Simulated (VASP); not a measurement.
# P (I4/mmm) in VASP: notebook

The runs below take P through relaxation of cell and atoms, single point, with PBE.

All numbers are computed with VASP 6.6.1; they aren't measurements. Logs are shortened: lines on timing, memory, paths and dates and some standing lists are left out, and cuts for length are marked.

## 1. The cell of the first run

Symmetry: I4/mmm, No. 139, tetragonal system. The conventional cell has a = 2.300 Å, b = 2.300 Å, c = 7.467 Å, α = 90.00°, β = 90.00°, γ = 90.00°. Within 3.0 Å of P (site symmetry 4/mmm) lie 4 P at 2.30 Å.

## 2. Relaxation of cell and atoms, PBE

File INCAR:

```
SYSTEM = P
ALGO = Normal ; EDIFF = 1E-6
EDIFFG = -0.04 ; ENCUT = 600
GGA = PE ; IBRION = 2
ISIF = 3 ; ISMEAR = 0
LASPH = .True. ; LCHARG = .False.
LREAL = .False. ; LWAVE = .False.
NELM = 60 ; NSW = 90
PREC = Accurate ; SIGMA = 0.1
```

File KPOINTS:

```
k-points
0
Gamma
  10 10 10
  0 0 0
```

File POSCAR:

```
P
1.0
   -1.1502098701      1.1502098701      3.7337200630
    1.1502098701     -1.1502098701      3.7337200630
    1.1502098701      1.1502098701     -3.7337200630
P
1
Direct
    0.0000000000      0.0000000000      0.0000000000
```

Potentials or basis: VASP PAW PBE potentials, release 64 (P).

Started as:

```console
cat potpaw_PBE.64/P/POTCAR > POTCAR
mpirun -np 1 vasp_std > vasp.out
```

OUTCAR:

```text
SYSTEM = P
   EDIFF = 1E-6
   EDIFFG = -0.04
   ENCUT = 600
   GGA = PE
   IBRION = 2
   ISIF = 3
   ISMEAR = 0
   LASPH = .True.
   LREAL = .False.
   NELM = 60
   NSW = 90
   PREC = Accurate

 ion  position               nearest neighbor table
   1  0.000  0.000  0.000-

  LATTYP: Found a body centered tetragonal cell.
 ALAT       =     2.3004197402
 C/A-ratio  =     3.2461206951

  Lattice vectors:

 A1 = (  -1.1502098701,   1.1502098701,   3.7337200630)
 A2 = (   1.1502098701,  -1.1502098701,   3.7337200630)
 A3 = (   1.1502098701,   1.1502098701,  -3.7337200630)

Analysis of symmetry for initial positions (statically):
=====================================================================
 Subroutine PRICEL returns:
 Original cell was already a primitive cell.

 Routine SETGRP: Setting up the symmetry group for a
 body centered tetragonal supercell.

 Subroutine GETGRP returns: Found 16 space group operations
 (whereof 16 operations were pure point group operations)
 out of a pool of 16 trial point group operations.

The static configuration has the point symmetry D_4h.

Analysis of symmetry for dynamics (positions and initial velocities):
=====================================================================
 Subroutine PRICEL returns:
 Original cell was already a primitive cell.

 Routine SETGRP: Setting up the symmetry group for a
 body centered tetragonal supercell.

 Subroutine GETGRP returns: Found 16 space group operations
 (whereof 16 operations were pure point group operations)
 out of a pool of 16 trial point group operations.

The dynamic configuration has the point symmetry D_4h.

 Subroutine INISYM returns: Found 16 space group operations
 (whereof 16 operations are pure point group operations),
 and found     1 'primitive' translations

----------------------------------------------------------------------------------------

                                     Primitive cell

  volume of cell :      19.7586

  direct lattice vectors                    reciprocal lattice vectors
    -1.150209870  1.150209870  3.733720063     0.000000000  0.434703277  0.133914699
     1.150209870 -1.150209870  3.733720063     0.434703277  0.000000000  0.133914699
     1.150209870  1.150209870 -3.733720063     0.434703277  0.434703277  0.000000000

  length of vectors
     4.072668781  4.072668781  4.072668781     0.454862711  0.454862711  0.614763270

  position of ions in fractional coordinates (direct lattice)
     0.000000000  0.000000000  0.000000000

  ion indices of the primitive-cell ions
   primitive index   ion index
                 1           1

----------------------------------------------------------------------------------------

 KPOINTS: k-points

Automatic generation of k-mesh.
 Grid dimensions read from file:
 generate k-points for:   10   10   10

 Generating k-lattice:

  Cartesian coordinates                     Fractional coordinates (reciprocal lattice)
     0.000000000  0.043470328  0.013391470     0.100000000 -0.000000000  0.000000000
     0.043470328  0.000000000  0.013391470    -0.000000000  0.100000000  0.000000000
     0.043470328  0.043470328  0.000000000     0.000000000  0.000000000  0.100000000

  Length of vectors
     0.045486271  0.045486271  0.061476327

  Shift w.r.t. Gamma in fractional coordinates (k-lattice)
     0.000000000  0.000000000  0.000000000

 Subroutine IBZKPT returns following result:
 ===========================================

 Found    102 irreducible k-points:

 Following reciprocal coordinates:
            Coordinates               Weight
  0.000000  0.000000  0.000000      1.000000
  0.100000  0.000000 -0.000000      8.000000
  0.200000  0.000000 -0.000000      8.000000
  0.300000  0.000000  0.000000      8.000000
  0.400000  0.000000  0.000000      8.000000
  0.500000  0.000000  0.000000      4.000000
[... 16 lines left out ...]
  0.300000  0.300000  0.000000      8.000000
  0.400000  0.300000  0.000000     16.000000
 [... further k-points ...]
   k-points           NKPTS =    102   k-points in BZ     NKDIM =    102   number of bands    NBANDS=      6
   number of dos      NEDOS =    301   number of ions     NIONS =      1
   total plane-waves  NPLWV =  46656
   dimension x,y,z NGX =    36 NGY =   36 NGZ =   36
   dimension x,y,z NGXF=    72 NGYF=   72 NGZF=   72
   ions per type =               1
   NGX,Y,Z   is equivalent  to a cutoff of  14.70, 14.70, 14.70 a.u.
   NGXF,Y,Z  is equivalent  to a cutoff of  29.39, 29.39, 29.39 a.u.
 SYSTEM =  P
   PREC   = accura    normal or accurate (medium, high low for compatibility)
   ISTART =      0    job   : 0-new  1-cont  2-samecut
   ICHARG =      2    charge: 1-file 2-atom 10-const
   ISPIN  =      1    spin polarized calculation?
   LNONCOLLINEAR =      F non collinear calculations
   LSORBIT =      F    spin-orbit coupling
   LASPH  =      T    aspherical Exc in radial PAW
   ENCUT  =  600.0 eV  44.10 Ry    6.64 a.u.   8.13  8.13  8.13*2*pi/ulx,y,z
   NELM   =     60;   NELMIN=  2; NELMDL= -5     # of ELM steps
   EDIFF  = 0.1E-05   stopping-criterion for ELM
   LREAL  =      F    real-space projection
   EDIFFG = -.4E-01   stopping-criterion for IOM
   NSW    =     90    number of steps for IOM
   IBRION =      2    ionic relax: 0-MD 1-quasi-New 2-CG
   NFREE  =      1    steps in history (QN), initial steepest desc. (CG)
   ISIF   =      3    stress and relaxation
   ISYM   =      2    0-nonsym 1-usesym 2-fastsym
   POTIM  = 0.5000    time-step for ionic-motion
   TEBEG  =    0.0;   TEEND  =   0.0 temperature during run
   PSTRESS=    0.0 pullay stress
   NELECT =       5.0000    total number of electrons
   NUPDOWN=      -1.0000    fix difference up-down
   EMIN   =  10.00;   EMAX   =-10.00  energy-range for DOS
   EFERMI =   0.00;   METHOD = LEGACY
   ISMEAR =     0;   SIGMA  =   0.10  broadening in eV -4-tet -1-fermi 0-gaus
   EFERMI_NEDOS =   21; number of points for ismear=-14 and -15
   IALGO  =     38    algorithm
   IMIX   =      4    mixing-type and parameters
     AMIX     =   0.40;   BMIX     =  1.00
     AMIX_MAG =   1.60;   BMIX_MAG =  1.00
  volume/ion in A,a.u.               =      19.76       133.34
  Fermi-wavevector in a.u.,A,eV,Ry     =   1.035491  1.956794 14.588724  1.072241
  Thomas-Fermi vector in A             =   2.169836
   LORBIT       =      0    0 simple, 1 ext, 2 COOP (PROOUT), +10 PAW based schemes
   GGA     = PE    functional components
   LHFCALC =     F    Hartree Fock is set to
   AEXX    =    0.0000 exact exchange contribution
   IVDW    =     0    specifies the selected vdW correction
   LEPSILON=     F    determine dielectric tensor
   LRPA    =     F    only Hartree local field effects (RPA)
 conjugate gradient relaxation of ions
 non-spin polarized calculation
 Gauss-broadening in eV      SIGMA  =   0.10
  energy-cutoff  :      600.00
  volume of cell :       19.76
 maximum number of plane-waves:       687
 NGX is ok and might be reduce to    36
   NGX = 17   NGY = 17   NGZ = 17

--------------------------------------- Ionic step        1  -------------------------------------------

 number of electron       5.0000000 magnetization

 Free energy of the ion-electron system (eV)
  ---------------------------------------------------
  ext. energy  EPLUGINS =         0.00000000
  ---------------------------------------------------
  free energy    TOTEN  =        -4.90166814 eV

  energy without entropy =       -4.89899971  energy(sigma->0) =       -4.90033393

------------------------ aborting loop because EDIFF is reached ----------------------------------------

  FORCE on cell =-STRESS in cart. coord.  units (eV):
  Direction    XX          YY          ZZ          XY          YZ          ZX
  --------------------------------------------------------------------------------------
  -------------------------------------------------------------------------------------
  Total        0.2616433      0.2616433      0.0850337      0.0000000      0.0000000      0.0000000
  in kB       21.2160338     21.2160338      6.8951820      0.0000000      0.0000000      0.0000000
  external PRESSURE =      16.4424165 kB  Pullay stress =       0.0000000 kB
[... 195 lines left out ...]
  energy  without entropy=       -4.9033065483  energy(sigma->0) =       -4.90440130

--------------------------------------- Ionic step        7  -------------------------------------------

 number of electron       5.0000000 magnetization

 Free energy of the ion-electron system (eV)
  ---------------------------------------------------
  ext. energy  EPLUGINS =         0.00000000
  ---------------------------------------------------
  free energy    TOTEN  =        -4.90569965 eV

  energy without entropy =       -4.90438418  energy(sigma->0) =       -4.90504192

 E-fermi :   4.5112     XC(G=0):  -9.0539

 val. band max:        4.4301272106   @ k =   0.5000   0.0000   0.0000
 cond. band min:       4.6008466527   @ k =  -0.3000   0.3000   0.2000
 fundamental gap:      0.1707194420
 Fermi energy:         4.5112428521

 k-point     1 :       0.0000    0.0000    0.0000
  band No.  band energies     occupation
      1     -10.5014      2.00000
      2       0.8100      2.00000
      3       7.1969      0.00000
      4      13.0425      0.00000
      5      13.0425      0.00000
      6      13.2668      0.00000

 k-point     2 :       0.1000    0.0000   -0.0000
  band No.  band energies     occupation
      1     -10.2367      2.00000
      2       0.9928      2.00000
      3       7.5380      0.00000
      4       9.5085      0.00000
      5      13.2436      0.00000
      6      15.9649      0.00000
[... 190 lines left out ...]
 k-point    24 :       0.4000    0.3000    0.0000
  band No.  band energies     occupation
      1      -4.0710      2.00000
      2       0.8771      2.00000
      3       5.2753      0.00000
      4       6.2453      0.00000
      5      12.4804      0.00000
      6      12.8281      0.00000

 [... further k-points ...]

------------------------ aborting loop because EDIFF is reached ----------------------------------------

  FORCE on cell =-STRESS in cart. coord.  units (eV):
  Direction    XX          YY          ZZ          XY          YZ          ZX
  --------------------------------------------------------------------------------------
  -------------------------------------------------------------------------------------
  Total       -0.0170186     -0.0170186     -0.0331118     -0.0000000      0.0000000      0.0000000
  in kB       -1.2544969     -1.2544969     -2.4407760     -0.0000000      0.0000000      0.0000000
  external PRESSURE =      -1.6499233 kB  Pullay stress =       0.0000000 kB
[... 16 lines left out ...]
  FREE ENERGIE OF THE ION-ELECTRON SYSTEM (eV)
  ---------------------------------------------------
  free  energy   TOTEN  =        -4.9056996537 eV

  energy  without entropy=       -4.9043841778  energy(sigma->0) =       -4.90504192

 reached required accuracy - stopping structural energy minimisation
```

It took 4.3 min on 1 thread of Oxide Virtual Turin-like, shared host; peak memory 0.18 GiB.

What came out:

- Free energy: -4.9057 eV
- Relaxed volume: 21.74 Å³/atom
- Relaxed cell: a = 4.377 Å, b = 4.377 Å, c = 4.377 Å, α = 149.35°, β = 149.35°, γ = 43.90°
- Space group after relaxing (to 0.05 Å): I4/mmm (No. 139)
- Energy gained by relaxing: 4.0 meV/atom
- Ionic steps: 7
- Pressure after relaxing: -0.2 GPa

Step by step:
| step | energy change (eV) | largest force (eV/Å) | pressure (GPa) | volume (Å³) |
| --- | --- | --- | --- | --- |
| 1 | 0.0000 | 0.0000 | 1.64 | 19.76 |
| 2 | 0.0007 | 0.0000 | -1.55 | 20.34 |
| 3 | -0.0015 | 0.0000 | 0.15 | 20.02 |
| 4 | -0.0018 | 0.0000 | 0.12 | 20.10 |
| 5 | -0.0026 | 0.0000 | 0.09 | 20.33 |
| 6 | -0.0038 | 0.0000 | -0.01 | 20.80 |
| 7 | -0.0040 | 0.0000 | -0.16 | 21.74 |

Final structure:
```
P
1.0
    -1.15687    1.15687    4.06007
     1.15687   -1.15687    4.06007
     1.15687    1.15687   -4.06007
P
1
Cartesian
  0.0000 0.0000 0.0000
```

Levels at points of the mesh, in eV from the Fermi level:
```
           k point  band 1  band 2  band 3  band 4  band 5  band 6
(0.00, 0.00, 0.00)  -15.01   -3.70    2.69    8.53    8.53    8.76
(0.50, 0.00, 0.00)   -9.39   -7.44   -0.08    4.41   10.89   11.99
(0.50, 0.50, 0.00)   -3.56   -3.46   -2.70    2.64    4.05    8.50
(0.50, 0.50, 0.50)  -14.84   -5.35    8.46    8.46    8.70    9.51
```

Caveat: the k points lie up to 0.38 Å⁻¹ apart in the final cell.

## 3. Single point, PBE

This run uses another cell than the first one, of 20.26 Å³/atom, 1.026 times its volume.

File INCAR:

```
SYSTEM = P
PREC     = Accurate       ! precision mode
ENCUT    = 520            ! plane-wave cutoff, eV
EDIFF    = 1E-6           ! SCF threshold, eV
ISMEAR   = 0              ! smearing method
SIGMA    = 0.1            ! smearing width, eV
LREAL    = .False.        ! projectors in reciprocal space
LASPH    = .True.         ! aspherical terms in the spheres
NELM     = 80             ! most SCF steps
ALGO     = Normal         ! electronic algorithm
ISIF     = 2              ! what is computed and relaxed
LWAVE    = .False.        ! write WAVECAR
LCHARG   = .False.        ! write CHGCAR
GGA      = PE             ! functional
NBANDS   = 8              ! bands
```

File KPOINTS:

```
regular mesh
0
Gamma
  34 34 34
  0 0 0
```

File POSCAR:

```
P
1.0
   -1.1452919806      1.1452919806      3.8618841221
    1.1452919806     -1.1452919806      3.8618841221
    1.1452919806      1.1452919806     -3.8618841221
P
1
Direct
    0.0000000000      0.0000000000      0.0000000000
```

Potentials or basis: VASP PAW PBE potentials, release 64 (P).

Started as:

```console
cat potpaw_PBE.64/P/POTCAR > POTCAR
mpirun -np 1 vasp_std > vasp.out
```

Run time: 16 min. Hardware: 1 thread of Oxide Virtual Turin-like, shared host; peak memory 0.47 GiB.

Results (log left out):

* Free energy: -4.8616 eV
* Pressure: -0.3 GPa

Stress tensor (GPa, compression positive):
```
-0.38  0.00  0.00
 0.00 -0.38  0.00
 0.00  0.00 -0.03
```

Levels at points of the mesh, in eV from the Fermi level:
```
           k point  band 1  band 2  band 3  band 4  band 5  band 6  band 7
(0.00, 0.00, 0.00)  -15.29   -3.60    2.66    8.79    8.84    8.84   16.53
(0.50, 0.00, 0.00)   -9.44   -7.64   -0.11    4.28   11.26   12.45   12.80
(0.50, 0.50, 0.00)   -3.65   -3.51   -2.47    2.52    4.16    8.33   10.19
(0.50, 0.50, 0.50)  -15.04   -5.72    8.70    8.74    8.74   10.22   10.81
```
